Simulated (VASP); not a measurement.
# MoS2 (R-3m) in VASP: further runs

MoS2 is run at these levels: PBEsol, LDA; tasks: single point.

Program: VASP 6.6.1. These are calculated values, not measurements. Logs are shortened: lines on timing, memory, paths and dates and some standing lists are left out, and cuts for length are marked.

## (1) The cell of the first run

The structure is trigonal, space group R-3m (No. 166). Conventional cell: a = 3.213 Å, b = 3.213 Å, c = 18.586 Å, α = 90.00°, β = 90.00°, γ = 120.00°. Within 3.2 Å of Mo (site symmetry -3m) lie 6 S at 2.42 Å. S (site symmetry 3m) has 3 Mo at 2.42 Å within 3.2 Å.

## (2) Single point, PBEsol

File INCAR:

```
PREC = Accurate ; ENCUT = 520
EDIFF = 1E-6 ; ISMEAR = -1
SIGMA = 0.05 ; LREAL = False
LASPH = True ; NELM = 100
ALGO = Normal ; ISIF = 2
LWAVE = False ; LCHARG = False
GGA = PS ; NBANDS = 20
```

File KPOINTS:

```
Automatic mesh
0
Gamma
  10 10 10
```

File POSCAR:

```
MoS2
1.0
    1.6063642348      0.9274348234      6.1954663772
   -1.6063642348      0.9274348234      6.1954663772
    0.0000000000     -1.8548696467      6.1954663772
Mo S
1 2
Direct
    0.0000000000      0.0000000000      0.0000000000
    0.2500000000      0.2500000000      0.2500000000
    0.7500000000      0.7500000000      0.7500000000
```

Potentials or basis: VASP PAW PBE potentials, release 64 (Mo_sv, S).

Run with:

```console
$ cat potpaw_PBE.64/Mo_sv/POTCAR potpaw_PBE.64/S/POTCAR > POTCAR
$ mpirun -np 1 vasp_std > vasp.out
```

OUTCAR:

```text
PREC = Accurate
   ENCUT = 520
   EDIFF = 1E-6
   ISMEAR = -1
   LREAL = False
   LASPH = True
   NELM = 100
   ISIF = 2
   GGA = PS

 ion  position               nearest neighbor table
   1  0.000  0.000  0.000-   3 2.42   2 2.42   3 2.42   3 2.42   2 2.42   2 2.42
   2  0.250  0.250  0.250-   1 2.42   1 2.42   1 2.42
   3  0.750  0.750  0.750-   1 2.42   1 2.42   1 2.42

  LATTYP: Found a trigonal (rhomboedric) cell.
 ALAT       =     6.4671744245
 COS(alpha) =     0.8766074614

  Lattice vectors:

 A1 = (   1.6063642348,   0.9274348234,   6.1954663772)
 A2 = (  -1.6063642348,   0.9274348234,   6.1954663772)
 A3 = (   0.0000000000,  -1.8548696467,   6.1954663772)

Analysis of symmetry for initial positions (statically):
=====================================================================
 Subroutine PRICEL returns:
 Original cell was already a primitive cell.

 Routine SETGRP: Setting up the symmetry group for a
 trigonal (rhombohedral) supercell.

 Subroutine GETGRP returns: Found 12 space group operations
 (whereof 12 operations were pure point group operations)
 out of a pool of 12 trial point group operations.

The static configuration has the point symmetry D_3d.

Analysis of symmetry for dynamics (positions and initial velocities):
=====================================================================
 Subroutine PRICEL returns:
 Original cell was already a primitive cell.

 Routine SETGRP: Setting up the symmetry group for a
 trigonal (rhombohedral) supercell.

 Subroutine GETGRP returns: Found 12 space group operations
 (whereof 12 operations were pure point group operations)
 out of a pool of 12 trial point group operations.

The dynamic configuration has the point symmetry D_3d.

 Subroutine INISYM returns: Found 12 space group operations
 (whereof 12 operations are pure point group operations),
 and found     1 'primitive' translations

----------------------------------------------------------------------------------------

                                     Primitive cell

  volume of cell :      55.3800

  direct lattice vectors                    reciprocal lattice vectors
     1.606364235  0.927434823  6.195466377     0.311261910  0.179707148  0.053802783
    -1.606364235  0.927434823  6.195466377    -0.311261910  0.179707148  0.053802783
     0.000000000 -1.854869647  6.195466377     0.000000000 -0.359414295  0.053802783

  length of vectors
     6.467174425  6.467174425  6.467174425     0.363419008  0.363419008  0.363419008

  position of ions in fractional coordinates (direct lattice)
     0.000000000  0.000000000  0.000000000
     0.250000000  0.250000000  0.250000000
     0.750000000  0.750000000  0.750000000

  ion indices of the primitive-cell ions
   primitive index   ion index
                 1           1
                 2           2
                 3           3

----------------------------------------------------------------------------------------

 KPOINTS: Automatic mesh

Automatic generation of k-mesh.
 Grid dimensions read from file:
 generate k-points for:   10   10   10

 Generating k-lattice:

  Cartesian coordinates                     Fractional coordinates (reciprocal lattice)
     0.031126191  0.017970715  0.005380278     0.100000000  0.000000000  0.000000000
    -0.031126191  0.017970715  0.005380278     0.000000000  0.100000000  0.000000000
     0.000000000 -0.035941430  0.005380278     0.000000000  0.000000000  0.100000000

  Length of vectors
     0.036341901  0.036341901  0.036341901

  Shift w.r.t. Gamma in fractional coordinates (k-lattice)
     0.000000000  0.000000000  0.000000000

 Subroutine IBZKPT returns following result:
 ===========================================

 Found    116 irreducible k-points:

 Following reciprocal coordinates:
            Coordinates               Weight
  0.000000  0.000000  0.000000      1.000000
  0.100000  0.000000  0.000000      6.000000
  0.200000  0.000000  0.000000      6.000000
  0.300000  0.000000  0.000000      6.000000
  0.400000  0.000000  0.000000      6.000000
[... 48 lines left out ...]

 k-point     2 :       0.1000    0.0000    0.0000
  band No.  band energies     occupation
      1     -54.5124      2.00000
      2     -28.5827      2.00000
      3     -28.5750      2.00000
      4     -28.5492      2.00000
      5      -7.5755      2.00000
      6      -6.1696      2.00000
[... 12 lines left out ...]
     19      14.0346      0.00000
     20      16.1966      0.00000

 k-point     3 :       0.2000    0.0000    0.0000
  band No.  band energies     occupation
      1     -54.5040      2.00000
      2     -28.6621      2.00000
      3     -28.5692      2.00000
      4     -28.5653      2.00000
      5      -7.1445      2.00000
      6      -6.0824      2.00000
[... 12 lines left out ...]
     19      14.8073      0.00000
     20      16.2391      0.00000

 k-point     4 :       0.3000    0.0000    0.0000
  band No.  band energies     occupation
      1     -54.4935      2.00000
      2     -28.7679      2.00000
      3     -28.5938      2.00000
      4     -28.5439      2.00000
      5      -6.5810      2.00000
      6      -5.9101      2.00000
[... 12 lines left out ...]
     19      14.6031      0.00000
     20      16.1726      0.00000

 k-point     5 :       0.4000    0.0000    0.0000
  band No.  band energies     occupation
      1     -54.4851      2.00000
      2     -28.8522      2.00000
      3     -28.6136      2.00000
      4     -28.5265      2.00000
      5      -6.2224      2.00000
      6      -5.5439      2.00000
[... 12 lines left out ...]
     19      14.2758      0.00000
     20      14.7249      0.00000
[... 353 lines left out ...]
      6      -5.6277      2.00000
[... 12 lines left out ...]
     19      14.8473      0.00000
     20      15.7279      0.00000

 k-point    22 :      -0.2000    0.2000    0.0000
  band No.  band energies     occupation
      1     -54.4887      2.00000
      2     -28.7851      2.00000
      3     -28.6375      2.00000
      4     -28.5339      2.00000
      5      -6.2350      2.00000
      6      -5.8868      2.00000
[... 12 lines left out ...]
     19      15.3848      0.00000
     20      15.7595      0.00000

 k-point    23 :       0.3000    0.3000   -0.0000
  band No.  band energies     occupation
      1     -54.4935      2.00000
      2     -28.7679      2.00000
      3     -28.5938      2.00000
      4     -28.5439      2.00000
      5      -6.4746      2.00000
      6      -6.0411      2.00000
[... 12 lines left out ...]
     19      14.1740      0.00000
     20      15.1499      0.00000

 k-point    24 :       0.4000    0.3000    0.0000
  band No.  band energies     occupation
      1     -54.4877      2.00000
      2     -28.8120      2.00000
      3     -28.6224      2.00000
      4     -28.5319      2.00000
      5      -6.1180      2.00000
      6      -5.9206      2.00000
[... 12 lines left out ...]
     19      14.1653      0.00000
     20      15.3886      0.00000

 [... further k-points ...]

------------------------ aborting loop because EDIFF is reached ----------------------------------------

  FORCE on cell =-STRESS in cart. coord.  units (eV):
  Direction    XX          YY          ZZ          XY          YZ          ZX
  --------------------------------------------------------------------------------------
  -------------------------------------------------------------------------------------
  Total       -1.4626528     -1.4626528     -0.0014733      0.0000000     -0.0000000      0.0000000
  in kB      -42.3154691    -42.3154691     -0.0426242      0.0000000     -0.0000000      0.0000000
  external PRESSURE =     -28.2245208 kB  Pullay stress =       0.0000000 kB

 VOLUME and BASIS-vectors are now :
 -----------------------------------------------------------------------------
  energy-cutoff  :      520.00
  volume of cell :       55.38
      direct lattice vectors                 reciprocal lattice vectors
     1.606364235  0.927434823  6.195466377     0.311261910  0.179707148  0.053802783
    -1.606364235  0.927434823  6.195466377    -0.311261910  0.179707148  0.053802783
     0.000000000 -1.854869647  6.195466377     0.000000000 -0.359414295  0.053802783

 POSITION                                       TOTAL-FORCE (eV/Angst)
 -----------------------------------------------------------------------------------
      0.00000      0.00000      0.00000        -0.000000     -0.000000     -0.000000
      0.00000      0.00000      4.64660         0.000000     -0.000000     -0.097503
      0.00000      0.00000     13.93980         0.000000      0.000000      0.097503
 -----------------------------------------------------------------------------------
    total drift:                               -0.000000      0.000000      0.000000

  FREE ENERGIE OF THE ION-ELECTRON SYSTEM (eV)
  ---------------------------------------------------
  free  energy   TOTEN  =       -22.6064394594 eV

  energy  without entropy=      -22.6002261026  energy(sigma->0) =      -22.60333278
```

Wall time 3.3 min (1 thread of Intel Xeon Platinum 8488C (Sapphire Rapids), shared host); peak memory 0.39 GiB.

Results:

* Free energy: -22.6064 eV
* Pressure: -2.8 GPa
* Largest force: 0.098 eV/Å
* Band gap on the k mesh: zero (band 13 reaches 7.46 eV, above the bottom of band 14 at 6.82 eV)

Forces on the atoms (eV/Å):
```
Mo   0.000  0.000  0.000
S    0.000  0.000 -0.098
S    0.000  0.000  0.098
```

Caveat: the PAW data sets were made with another functional, which shifts forces and pressure a little.

## (3) Single point, LDA

This run uses another cell than the first one, of 18.81 Å³/atom, 1.019 times its volume.

File INCAR:

```
ALGO = Normal
EDIFF = 1E-6
ENCUT = 520
GGA = CA
ISIF = 2
ISMEAR = -1
LASPH = T
LCHARG = F
LREAL = F
LWAVE = F
NBANDS = 20
NELM = 80
PREC = Accurate
SIGMA = 0.05
```

File KPOINTS:

```
k-points
0
Gamma
  10 10 10
```

File POSCAR:

```
MoS2
1.0
    1.6165961300      0.9333422108      6.2349290104
   -1.6165961300      0.9333422108      6.2349290104
    0.0000000000     -1.8666844216      6.2349290104
Mo S
1 2
Direct
    0.0000000000      0.0000000000      0.0000000000
    0.2500000000      0.2500000000      0.2500000000
    0.7500000000      0.7500000000      0.7500000000
```

Potentials or basis: VASP PAW LDA potentials, release 64 (Mo_sv, S).

Run with:

```console
$ cat potpaw_LDA.64/Mo_sv/POTCAR potpaw_LDA.64/S/POTCAR > POTCAR
$ mpirun -np 1 vasp_std > vasp.out
```

Run time: 3 min. Hardware: 1 thread of Intel Xeon Platinum 8488C (Sapphire Rapids), shared host; peak memory 0.34 GiB.

The run converged. Its results:

```
Free energy            : -23.5558 eV
Pressure               : -7.7 GPa
Largest force          : 0.351 eV/Å
Band gap on the k mesh : zero (band 13 reaches 7.14 eV, above the bottom of band 14 at 6.50 eV)
```

Forces in eV/Å, atoms in the order of the input:
```
Mo   0.000  0.000  0.000
S    0.000  0.000  0.351
S    0.000  0.000 -0.351
```

Stress tensor (GPa, compression positive):
```
-8.79  0.00  0.00
 0.00 -8.79  0.00
 0.00  0.00 -5.45
```

Levels at points of the mesh, in eV from the Fermi level:
| k point | band 11 | band 12 | band 13 | band 14 | band 15 | band 16 |
| --- | --- | --- | --- | --- | --- | --- |
| (0.00, 0.00, 0.00) | -1.14 | -0.96 | -0.96 | -0.28 | -0.28 | 3.14 |
| (0.50, 0.00, 0.00) | -2.74 | -1.82 | -1.55 | 0.91 | 1.76 | 3.18 |
| (0.50, 0.50, 0.00) | -2.75 | -2.10 | -1.75 | 0.91 | 1.58 | 3.57 |
| (0.50, 0.50, 0.50) | -0.95 | -0.95 | -0.37 | -0.37 | -0.09 | 3.24 |

## (4) Single point, LDA

This run uses another cell than the first one, of 16.68 Å³/atom, 0.904 times its volume.

File INCAR:

```
PREC     = Accurate       # precision mode
ENCUT    = 520            # plane-wave cutoff, eV
EDIFF    = 1E-7           # SCF threshold, eV
ISMEAR   = -1             # smearing method
SIGMA    = 0.05           # smearing width, eV
LREAL    = F              # projectors in reciprocal space
LASPH    = T              # aspherical terms in the spheres
NELM     = 80             # most SCF steps
ALGO     = Normal         # electronic algorithm
ISIF     = 2              # what is computed and relaxed
LWAVE    = F              # write WAVECAR
LCHARG   = F              # write CHGCAR
NBANDS   = 20             # bands
```

File KPOINTS:

```
Automatic mesh
0
Gamma
  10 10 10
```

File POSCAR:

```
MoS2
1.0
    1.5531337754      0.8967022033      5.9901657895
   -1.5531337754      0.8967022033      5.9901657895
    0.0000000000     -1.7934044066      5.9901657895
Mo S
1 2
Direct
    0.0000000000      0.0000000000      0.0000000000
    0.2500000000      0.2500000000      0.2500000000
    0.7500000000      0.7500000000      0.7500000000
```

Run with:

```console
$ cat potpaw_LDA.64/Mo_sv/POTCAR potpaw_LDA.64/S/POTCAR > POTCAR
$ mpirun -np 1 vasp_std > vasp.out
```

Wall time 3.5 min (1 thread of Intel Xeon Platinum 8488C (Sapphire Rapids), shared host); peak memory 0.32 GiB.

It converged, with:

```
Free energy            : -23.5250 eV
Pressure               : 11.1 GPa
Largest force          : 1.785 eV/Å
Band gap on the k mesh : zero (band 13 reaches 8.74 eV, above the bottom of band 14 at 8.20 eV)
```

Forces on the atoms (eV/Å):
```
Mo   0.000  0.000  0.000
S    0.000  0.000 -1.785
S    0.000  0.000  1.785
```

Stress tensor (GPa, compression positive):
```
 8.92  0.00  0.00
 0.00  8.92  0.00
 0.00  0.00 15.33
```

Levels at points of the mesh, in eV from the Fermi level:
```
           k point  band 10  band 11  band 12  band 13  band 14  band 15  band 16  band 17
(0.00, 0.00, 0.00)    -1.84    -1.49    -1.21    -1.21    -0.20    -0.20     3.63     3.63
(0.50, 0.00, 0.00)    -4.67    -2.93    -2.13    -1.64     1.12     2.11     3.61     4.39
(0.50, 0.50, 0.00)    -4.59    -2.99    -2.48    -1.88     1.13     1.83     4.15     4.61
(0.50, 0.50, 0.50)    -4.22    -1.20    -1.20    -0.32    -0.32    -0.01     3.77     3.77
```

Caveat: forces of over 1 eV/Å act on the atoms, so gaps and moduli don't describe the material at rest.

## (5) Single point, LDA

This run uses another cell than the first one, of 17.04 Å³/atom, 0.923 times its volume.

File INCAR:

```
SYSTEM = MoS2
PREC = Accurate ; ENCUT = 520
EDIFF = 1E-6 ; ISMEAR = -1
SIGMA = 0.05 ; LREAL = .FALSE.
LASPH = .TRUE. ; NELM = 100
ALGO = Normal ; ISIF = 2
LWAVE = .FALSE. ; LCHARG = .TRUE.
LELF = .TRUE. ; LVHAR = .TRUE.
NBANDS = 20
```

File KPOINTS:

```
regular mesh
0
G
  10 10 10
  0 0 0
```

File POSCAR:

```
MoS2
1.0
    1.5640716975      0.9030172156      6.0323514456
   -1.5640716975      0.9030172156      6.0323514456
    0.0000000000     -1.8060344312      6.0323514456
Mo S
1 2
Direct
    0.0000000000      0.0000000000      0.0000000000
    0.2500000000      0.2500000000      0.2500000000
    0.7500000000      0.7500000000      0.7500000000
```

Run with:

```console
$ cat potpaw_LDA.64/Mo_sv/POTCAR potpaw_LDA.64/S/POTCAR > POTCAR
$ mpirun -np 1 vasp_std > vasp.out
```

Wall time 4.2 min (1 thread of Intel Xeon Platinum 8488C (Sapphire Rapids), shared host); peak memory 0.32 GiB.

Results (log left out):

| Quantity | Value |
| --- | --- |
| Free energy | -23.5854 eV |
| Pressure | 7.1 GPa |
| Largest force | 1.358 eV/Å |
| Band gap on the k mesh | zero (band 13 reaches 8.45 eV, above the bottom of band 14 at 7.89 eV) |

Forces on the atoms (eV/Å):
```
Mo   0.000  0.000  0.000
S    0.000  0.000 -1.358
S    0.000  0.000  1.358
```

Stress tensor (GPa, compression positive):
```
 5.13  0.00  0.00
 0.00  5.13  0.00
 0.00  0.00 10.94
```

Levels at points of the mesh, in eV from the Fermi level:
```csv
k point,band 11,band 12,band 13,band 14,band 15,band 16
"(0.00, 0.00, 0.00)",-1.42,-1.16,-1.16,-0.22,-0.22,3.54
"(0.50, 0.00, 0.00)",-2.90,-2.07,-1.63,1.08,2.05,3.54
"(0.50, 0.50, 0.00)",-2.95,-2.41,-1.86,1.08,1.79,4.05
"(0.50, 0.50, 0.50)",-1.15,-1.15,-0.33,-0.33,-0.03,3.67
```

Caveat: forces of over 1 eV/Å act on the atoms, so gaps and moduli don't describe the material at rest.

## (6) Single point, LDA

This run uses another cell than the first one, of 17.39 Å³/atom, 0.942 times its volume.

File INCAR:

```
SYSTEM = MoS2
PREC = Accurate ; ENCUT = 520
EDIFF = 1E-7 ; ISMEAR = -1
SIGMA = 0.05 ; LREAL = .False.
LASPH = .True. ; NELM = 60
ALGO = Normal ; ISIF = 2
LWAVE = .False. ; LCHARG = .False.
GGA = CA ; NBANDS = 20
```

File KPOINTS:

```
Automatic mesh
0
Gamma
  10 10 10
  0 0 0
```

File POSCAR:

```
MoS2
1.0
    1.5748587398      0.9092451173      6.0739551840
   -1.5748587398      0.9092451173      6.0739551840
    0.0000000000     -1.8184902347      6.0739551840
Mo S
1 2
Direct
    0.0000000000      0.0000000000      0.0000000000
    0.2500000000      0.2500000000      0.2500000000
    0.7500000000      0.7500000000      0.7500000000
```

Potentials or basis: VASP PAW LDA potentials, release 64 (Mo_sv, S).

Run with:

```console
$ cat potpaw_LDA.64/Mo_sv/POTCAR potpaw_LDA.64/S/POTCAR > POTCAR
$ mpirun -np 1 vasp_std > vasp.out
```

It took 4.2 min on 1 thread of Intel Xeon Platinum 8488C (Sapphire Rapids), shared host; peak memory 0.33 GiB.

It converged, with:

```
Free energy            : -23.6206 eV
Pressure               : 3.4 GPa
Largest force          : 0.963 eV/Å
Band gap on the k mesh : zero (band 13 reaches 8.17 eV, above the bottom of band 14 at 7.59 eV)
```

Forces in eV/Å, atoms in the order of the input:
```
Mo   0.000  0.000  0.000
S    0.000  0.000 -0.963
S    0.000  0.000  0.963
```

Stress tensor (GPa, compression positive):
```
1.69 0.00 0.00
0.00 1.69 0.00
0.00 0.00 6.93
```

Levels at points of the mesh, in eV from the Fermi level:
| k point | band 9 | band 10 | band 11 | band 12 | band 13 | band 14 | band 15 | band 16 | band 17 | band 18 |
| --- | --- | --- | --- | --- | --- | --- | --- | --- | --- | --- |
| (0.00, 0.00, 0.00) | -4.34 | -1.79 | -1.36 | -1.12 | -1.12 | -0.23 | -0.23 | 3.46 | 3.46 | 6.05 |
| (0.50, 0.00, 0.00) | -5.46 | -4.46 | -2.87 | -2.02 | -1.62 | 1.05 | 1.98 | 3.46 | 4.19 | 5.38 |
| (0.50, 0.50, 0.00) | -4.79 | -4.39 | -2.91 | -2.35 | -1.84 | 1.05 | 1.74 | 3.94 | 4.62 | 4.79 |
| (0.50, 0.50, 0.50) | -4.32 | -4.04 | -1.11 | -1.11 | -0.34 | -0.34 | -0.05 | 3.58 | 3.58 | 5.93 |

## (7) Overview

```csv
level,potentials or basis,cell,gap on the mesh (eV),pressure (GPa),largest force (eV/Å)
PBEsol,"VASP PAW PBE potentials, release 64 (Mo_sv, S)","a = 6.467 Å, angles 28.8°, 3 atoms",none,-2.8,0.10
LDA,"VASP PAW LDA potentials, release 64 (Mo_sv, S)","a = 6.508 Å, angles 28.8°, 3 atoms",none,-7.7,0.35
LDA,"VASP PAW LDA potentials, release 64 (Mo_sv, S)","a = 6.253 Å, angles 28.8°, 3 atoms",none,11.1,1.79
LDA,"VASP PAW LDA potentials, release 64 (Mo_sv, S)","a = 6.297 Å, angles 28.8°, 3 atoms",none,7.1,1.36
LDA,"VASP PAW LDA potentials, release 64 (Mo_sv, S)","a = 6.340 Å, angles 28.8°, 3 atoms",none,3.4,0.96
```

Alike in all rows: task single point; no spin polarisation; k mesh 10 × 10 × 10; cutoff (eV) 520; smearing fermi-dirac 0.05 eV.

Caveats: forces of over 1 eV/Å act on the atoms, so gaps and moduli don't describe the material at rest (some runs); the PAW data sets were made with another functional, which shifts forces and pressure a little (some runs).

Total energies depend on the potentials used, so only differences within one code and one set of settings carry meaning.
